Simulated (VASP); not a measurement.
The system is Mn2As2H.

```
CELL_PARAMETERS angstrom
1.99158 3.44951 0.00000
-1.99158 3.44951 0.00000
0.00000 0.00000 6.56382
ATOMIC_POSITIONS crystal
As 0.33330 0.33340 0.26000
As 0.66670 0.66660 0.74000
Mn 0.33330 0.33340 0.62000
Mn 0.66670 0.66660 0.38000
H 0.00000 0.00000 0.00000
```

- Program: VASP 6.6.1
- Task: relaxation of cell and atoms
- Functional: PBE
- Potentials or basis: VASP PAW PBE potentials, release 64 (As, Mn_pv, H)
- Cutoff: 600 eV
- k mesh: 5 × 5 × 3
- Occupations: fermi-dirac, width 0.1255 eV
- Spin: no spin polarisation

At the start: pressure -9.5 GPa; volume 18.04 Å³/atom.

Task: How do energy, volume and symmetry change on relaxing?

Result: Over 21 steps the energy falls by 305.6 meV/atom and the volume is 13.89 Å³/atom (-23.0 %); space group P-3m1 (No. 164, to 0.1 Å) before and after.

The path:
| step | energy change (eV) | largest force (eV/Å) | pressure (GPa) | volume (Å³) |
| --- | --- | --- | --- | --- |
| 1 | 0.0000 | 0.3794 | -9.52 | 90.19 |
| 2 | -0.3848 | 1.9941 | 4.63 | 76.87 |
| 3 | -0.4109 | 1.5461 | 1.09 | 79.22 |
| 4 | -0.6463 | 1.1060 | 1.10 | 76.44 |
| 5 | -0.8421 | 2.0751 | 2.54 | 71.47 |
| 6 | -1.0633 | 1.9675 | 0.18 | 71.07 |
| 7 | -1.4098 | 0.9077 | -4.81 | 69.81 |
| 8 | -1.4117 | 0.7995 | -4.61 | 69.94 |
| 9 | -1.4730 | 0.5662 | 0.43 | 67.40 |
| 10 | -1.4750 | 0.6016 | -0.40 | 67.77 |
| 11 | -1.4925 | 0.4369 | 0.17 | 67.78 |
| 12 | -1.5095 | 0.2077 | 1.48 | 67.79 |
| 13 | -1.5209 | 0.1648 | 0.22 | 68.76 |
| 14 | -1.5240 | 0.1288 | -1.11 | 69.86 |
| 15 | -1.5268 | 0.0871 | -0.12 | 69.88 |
| 16 | -1.5271 | 0.0363 | -0.37 | 69.87 |
| 17 | -1.5276 | 0.0210 | 0.03 | 69.57 |
| 18 | -1.5277 | 0.0239 | 0.09 | 69.53 |
| 19 | -1.5278 | 0.0151 | -0.02 | 69.53 |
| 20 | -1.5278 | 0.0218 | -0.07 | 69.53 |
| 21 | -1.5279 | 0.0040 | 0.04 | 69.46 |

Final structure:
```xyz
5
Lattice="1.6943 2.9346 0.0000 -1.6922 2.9334 0.0005 -0.0009 0.0005 6.9908" Properties=species:S:1:pos:R:3 pbc="T T T"
As   -0.0002    1.9565    1.4976
As    0.0013    3.9121    5.4937
Mn   -0.0001    1.9565    4.0523
Mn    0.0012    3.9121    2.9390
H     0.0000    0.0000    0.0000
```

Caveat: the k points lie up to 0.43 Å⁻¹ apart in the final cell, too coarse for converged energies and pressures of a metal; the volume moved by over 15 % at a fixed basis, so the end points are rough; the run has no spin polarisation, though such a crystal can be magnetic.
